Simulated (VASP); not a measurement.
# VN (rocksalt type): single point with PBEsol

Crystal: VN (rocksalt type).

```
V N
1.0
     0.00000    1.99562    1.99562
     1.99562    0.00000    1.99562
     1.99562    1.99562    0.00000
V N
1 1
Direct
  0.00000 0.00000 0.00000
  0.50000 0.50000 0.50000
```

This cell differs from its parent crystal: volume scaled by 0.94.

* Program: VASP 6.6.1
* Task: single point
* Functional: PBEsol
* Potentials or basis: VASP PAW PBE potentials, release 64 (V_sv, N)
* Cutoff: 600 eV
* k mesh: 17 × 17 × 17
* Occupations: fermi-dirac, width 0.1 eV
* Spin: no spin polarisation

```yaml
Pressure: 24.9 GPa
Band_gap_on_the_k_mesh: zero (band 9 reaches 14.05 eV, above the bottom of band 10 at 11.56 eV)
```

Levels at points of the mesh, in eV from the Fermi level:
```tsv
k point	band 7	band 8	band 9	band 10	band 11	band 12
(0.00, 0.00, 0.00)	-2.42	-2.42	-1.79	-1.79	-1.79	-0.56
```

Wall time 17 s on 1 thread of Intel(R) Xeon(R) 6975P-C (Granite Rapids), with other jobs on the host, peak memory 0.17 GiB.

Caveat: the PAW data sets were made with another functional, which shifts forces and pressure a little; the run has no spin polarisation, though such a crystal can be magnetic.
